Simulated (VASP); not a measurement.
# Br (Pm-3m) in VASP: a series of runs, part 2 of 2

VASP 6.6.1.

## Step 3: Relaxation of cell and atoms, PBE, target pressure 40 GPa, at which the enthalpy is minimised

INCAR

```
PREC = Accurate ; ENCUT = 600
EDIFF = 1E-7 ; ISMEAR = -1
SIGMA = 0.02 ; LREAL = F
LASPH = T ; NELM = 80
ALGO = Normal ; ISIF = 3
LWAVE = F ; LCHARG = F
GGA = PE ; IBRION = 2
NSW = 80 ; EDIFFG = -0.01
PSTRESS = 400.0
```

KPOINTS

```
Automatic mesh
0
Gamma
  15 15 15
```

POSCAR

```
Br
1.0
    3.0600000000      0.0000000000      0.0000000000
    0.0000000000      3.0600000000      0.0000000000
    0.0000000000      0.0000000000      3.0600000000
Br
1
Direct
    0.0000000000      0.0000000000      0.0000000000
```

Potentials or basis: VASP PAW PBE potentials, release 64 (Br).

The run is started by

```console
$ cat potpaw_PBE.64/Br/POTCAR > POTCAR
$ mpirun -np 1 vasp_std > vasp.out
```

OUTCAR:

```text
PREC = Accurate
   ENCUT = 600
   EDIFF = 1E-7
   ISMEAR = -1
   LREAL = F
   LASPH = T
   NELM = 80
   ISIF = 3
   GGA = PE
   IBRION = 2
   NSW = 80
   EDIFFG = -0.01
   PSTRESS = 400.0

 ion  position               nearest neighbor table
   1  0.000  0.000  0.000-

  LATTYP: Found a simple cubic cell.
 ALAT       =     3.0600000000

  Lattice vectors:

 A1 = (   3.0600000000,   0.0000000000,   0.0000000000)
 A2 = (   0.0000000000,   3.0600000000,   0.0000000000)
 A3 = (   0.0000000000,   0.0000000000,   3.0600000000)

Analysis of symmetry for initial positions (statically):
=====================================================================
 Subroutine PRICEL returns:
 Original cell was already a primitive cell.

 Routine SETGRP: Setting up the symmetry group for a
 simple cubic supercell.

 Subroutine GETGRP returns: Found 48 space group operations
 (whereof 48 operations were pure point group operations)
 out of a pool of 48 trial point group operations.

The static configuration has the point symmetry O_h .

Analysis of symmetry for dynamics (positions and initial velocities):
=====================================================================
 Subroutine PRICEL returns:
 Original cell was already a primitive cell.

 Routine SETGRP: Setting up the symmetry group for a
 simple cubic supercell.

 Subroutine GETGRP returns: Found 48 space group operations
 (whereof 48 operations were pure point group operations)
 out of a pool of 48 trial point group operations.

The dynamic configuration has the point symmetry O_h .

 Subroutine INISYM returns: Found 48 space group operations
 (whereof 48 operations are pure point group operations),
 and found     1 'primitive' translations

[... 86 lines left out ...]
   ISPIN  =      1    spin polarized calculation?
   LNONCOLLINEAR =      F non collinear calculations
   LSORBIT =      F    spin-orbit coupling
   LASPH  =      T    aspherical Exc in radial PAW
   ENCUT  =  600.0 eV  44.10 Ry    6.64 a.u.   6.11  6.11  6.11*2*pi/ulx,y,z
   NELM   =     80;   NELMIN=  2; NELMDL= -5     # of ELM steps
   EDIFF  = 0.1E-06   stopping-criterion for ELM
   LREAL  =      F    real-space projection
   EDIFFG = -.1E-01   stopping-criterion for IOM
   NSW    =     80    number of steps for IOM
   IBRION =      2    ionic relax: 0-MD 1-quasi-New 2-CG
   NFREE  =      1    steps in history (QN), initial steepest desc. (CG)
   ISIF   =      3    stress and relaxation
   ISYM   =      2    0-nonsym 1-usesym 2-fastsym
   POTIM  = 0.5000    time-step for ionic-motion
   TEBEG  =    0.0;   TEEND  =   0.0 temperature during run
   PSTRESS=  400.0 pullay stress
   NELECT =       7.0000    total number of electrons
   NUPDOWN=      -1.0000    fix difference up-down
   EMIN   =  10.00;   EMAX   =-10.00  energy-range for DOS
   EFERMI =   0.00;   METHOD = LEGACY
   ISMEAR =    -1;   SIGMA  =   0.02  broadening in eV -4-tet -1-fermi 0-gaus
   EFERMI_NEDOS =   21; number of points for ismear=-14 and -15
   IALGO  =     38    algorithm
   IMIX   =      4    mixing-type and parameters
     AMIX     =   0.40;   BMIX     =  1.00
     AMIX_MAG =   1.60;   BMIX_MAG =  1.00
  volume/ion in A,a.u.               =      28.65       193.36
  Fermi-wavevector in a.u.,A,eV,Ry     =   1.023417  1.933978 14.250510  1.047383
  Thomas-Fermi vector in A             =   2.157150
   LORBIT       =      0    0 simple, 1 ext, 2 COOP (PROOUT), +10 PAW based schemes
   GGA     = PE    functional components
   LHFCALC =     F    Hartree Fock is set to
   AEXX    =    0.0000 exact exchange contribution
   IVDW    =     0    specifies the selected vdW correction
   LEPSILON=     F    determine dielectric tensor
   LRPA    =     F    only Hartree local field effects (RPA)
 conjugate gradient relaxation of ions
 non-spin polarized calculation
  energy-cutoff  :      600.00
  volume of cell :       28.65
 maximum number of plane-waves:       970
   NGX = 13   NGY = 13   NGZ = 13

--------------------------------------- Ionic step        1  -------------------------------------------

 number of electron       7.0000002 magnetization

 Free energy of the ion-electron system (eV)
  ---------------------------------------------------
  ext. energy  EPLUGINS =         0.00000000
  ---------------------------------------------------
  free energy    TOTEN  =        -1.20318012 eV

  energy without entropy =       -1.20154444  energy(sigma->0) =       -1.20236228

 E-fermi :   1.4803     XC(G=0):  -8.7375

 val. band max:        1.4654820491   @ k =   0.2667   0.1333   0.0667
 cond. band min:       1.4882263678   @ k =   0.4667   0.3333   0.1333
 fundamental gap:      0.0227443187
 Fermi energy:         1.4803024863
[... 844 lines left out ...]
  energy  without entropy=       -0.7827593798  energy(sigma->0) =       -0.78309774

  enthalpy is  TOTEN    =         4.5704495131 eV   P V=        5.3538856215

[... ionic steps 4 to 13 ...]

--------------------------------------- Ionic step       14  -------------------------------------------

 number of electron       6.9999999 magnetization

------------------------ aborting loop because EDIFF is reached ----------------------------------------
[... 69 lines left out ...]
--------------------------------------- Ionic step       16  -------------------------------------------

 number of electron       6.9999999 magnetization

 Free energy of the ion-electron system (eV)
  ---------------------------------------------------
  ext. energy  EPLUGINS =         0.00000000
  ---------------------------------------------------
  free energy    TOTEN  =        -0.36094056 eV

  energy without entropy =       -0.36005160  energy(sigma->0) =       -0.36049608

 E-fermi :   6.8262     XC(G=0): -10.6317

 val. band max:        6.8123618840   @ k =   0.4000   0.3333   0.1333
 cond. band min:       6.8325025351   @ k =   0.3333   0.0667   0.0000
 fundamental gap:      0.0201406510
 Fermi energy:         6.8262265782
[... 272 lines left out ...]
  energy  without entropy=       -0.3600516018  energy(sigma->0) =       -0.36049608

  enthalpy is  TOTEN    =         4.4421959793 eV   P V=        4.8031365415

 reached required accuracy - stopping structural energy minimisation
```

It took 47 s on 1 thread of Intel Xeon 6975P-C (Granite Rapids), shared host; peak memory 0.16 GiB.

What came out:

```
Free energy                                                : -0.3609 eV
Relaxed volume                                             : 19.24 Å³/atom
Relaxed cell                                               : a = 2.680 Å, b = 2.680 Å, c = 2.680 Å, α = 90.00°, β = 90.00°, γ = 90.00°
Space group after relaxing (to 0.1 Å)                      : Pm-3m (No. 221)
Energy change on relaxing (the run minimises the enthalpy) : +842.2 meV/atom
Ionic steps                                                : 16
Pressure after relaxing                                    : 39.9 GPa
Band gap on the k mesh                                     : zero (an odd number of electrons rules out a gap without spin polarisation)
```

Step by step:
```tsv
step	energy change (eV)	largest force (eV/Å)	pressure (GPa)	volume (Å³)
1	0.0000	0.0000	1.20	28.65
2	13.3862	0.0000	572.25	8.44
3	0.4197	0.0000	22.87	21.44
4	0.6349	0.0000	31.67	20.17
5	0.8586	0.0000	40.58	19.17
6	0.8176	0.0000	38.96	19.34
7	0.8189	0.0000	39.01	19.33
8	0.8230	0.0000	39.17	19.32
9	0.8230	0.0000	39.17	19.32
10	0.8232	0.0000	39.17	19.32
11	0.8235	0.0000	39.18	19.31
12	0.8241	0.0000	39.22	19.31
13	0.8253	0.0000	39.26	19.31
14	0.8277	0.0000	39.36	19.30
15	0.8325	0.0000	39.55	19.28
16	0.8422	0.0000	39.94	19.24
```

Final structure:
```xyz
1
Lattice="2.6795 0.0000 0.0000 0.0000 2.6795 0.0000 0.0000 0.0000 2.6795" Properties=species:S:1:pos:R:3 pbc="T T T"
Br    0.0000    0.0000    0.0000
```

Levels at points of the mesh, in eV from the Fermi level:
| k point | band 1 | band 2 | band 3 | band 4 | band 5 | band 6 | band 7 |
| --- | --- | --- | --- | --- | --- | --- | --- |
| (0.00, 0.00, 0.00) | -19.58 | -0.39 | -0.39 | -0.39 | 7.22 | 7.22 | 7.51 |

Caveat: the cell is relaxed towards a set pressure, so the run minimises the enthalpy, not the energy; the volume moved by over 15 % at a fixed basis, so the end points are rough; an odd number of electrons without spin polarisation forces a metal; a magnetic or distorted state may lie lower.

## Step 4: Relaxation of cell and atoms, PBE, target pressure 60 GPa, at which the enthalpy is minimised

INCAR

```
PREC     = Accurate       # precision mode
ENCUT    = 600            # plane-wave cutoff, eV
EDIFF    = 1E-6           # SCF threshold, eV
ISMEAR   = -1             # smearing method
SIGMA    = 0.02           # smearing width, eV
LREAL    = F              # projectors in reciprocal space
LASPH    = T              # aspherical terms in the spheres
NELM     = 80             # most SCF steps
ALGO     = Normal         # electronic algorithm
ISIF     = 3              # what is computed and relaxed
LWAVE    = F              # write WAVECAR
LCHARG   = F              # write CHGCAR
GGA      = PE             # functional
IBRION   = 2              # ionic algorithm
NSW      = 80             # ionic steps
EDIFFG   = -0.01          # ionic threshold
PSTRESS  = 600.0
```

KPOINTS is that of step 3.

POSCAR is that of step 3.

The run is started by

```console
$ cat potpaw_PBE.64/Br/POTCAR > POTCAR
$ mpirun -np 1 vasp_std > vasp.out
```

It took 37 s on 1 thread of Intel Xeon 6975P-C (Granite Rapids), shared host; peak memory 0.18 GiB.

The run converged. Its results:

```
Free energy                                                : 0.1502 eV
Relaxed volume                                             : 17.58 Å³/atom
Relaxed cell                                               : a = 2.600 Å, b = 2.600 Å, c = 2.600 Å, α = 90.00°, β = 90.00°, γ = 90.00°
Space group after relaxing (to 0.1 Å)                      : Pm-3m (No. 221)
Energy change on relaxing (the run minimises the enthalpy) : +1353.4 meV/atom
Ionic steps                                                : 10
Pressure after relaxing                                    : 60.0 GPa
Band gap on the k mesh                                     : zero (an odd number of electrons rules out a gap without spin polarisation)
```

The path:
```csv
step,energy change (eV),largest force (eV/Å),pressure (GPa),volume (Å³)
1,0.0000,0.0000,1.20,28.65
2,86.5476,0.0000,8011.32,3.43
3,0.0471,0.0000,5.30,26.19
4,0.1363,0.0000,10.22,24.30
5,2.1044,0.0000,89.61,15.95
6,1.1835,0.0000,53.34,18.06
7,1.3393,0.0000,59.44,17.62
8,1.4096,0.0000,62.19,17.43
9,1.2194,0.0000,54.74,17.95
10,1.3534,0.0000,59.99,17.58
```

Final structure:
```yaml
crystal:
  lattice:
    - [2.60007, 0.00000, 0.00000]
    - [0.00000, 2.60007, 0.00000]
    - [0.00000, 0.00000, 2.60007]
  atoms:
    - { symbol: Br, position: [0.00000, 0.00000, 0.00000] }
```

Levels at points of the mesh, in eV from the Fermi level:
```
           k point  band 1  band 2  band 3  band 4  band 5  band 6  band 7
(0.00, 0.00, 0.00)  -20.75   -0.47   -0.47   -0.47    6.74    6.74    7.83
```

Caveat: the cell is relaxed towards a set pressure, so the run minimises the enthalpy, not the energy; the volume moved by over 15 % at a fixed basis, so the end points are rough; an odd number of electrons without spin polarisation forces a metal; a magnetic or distorted state may lie lower.

## Step 5: Overview

```tsv
cell	gap on the mesh (eV)	pressure (GPa)
relaxed to 20 GPa	none	20.0
relaxed to 40 GPa	none	39.9
relaxed to 60 GPa	none	60.0
```

Alike in all rows: task relaxation of cell and atoms; level PBE; potentials or basis VASP PAW PBE potentials, release 64 (Br); no spin polarisation; k mesh 15 × 15 × 15; cutoff (eV) 600; smearing fermi-dirac 0.02 eV.

Caveats: the cell is relaxed towards a set pressure, so the run minimises the enthalpy, not the energy; the volume moved by over 15 % at a fixed basis, so the end points are rough; an odd number of electrons without spin polarisation forces a metal; a magnetic or distorted state may lie lower.

Absolute energies hang on the potentials; compare differences alone.

The gap in the log of VASP goes by the Fermi energy; the results here count the filled bands.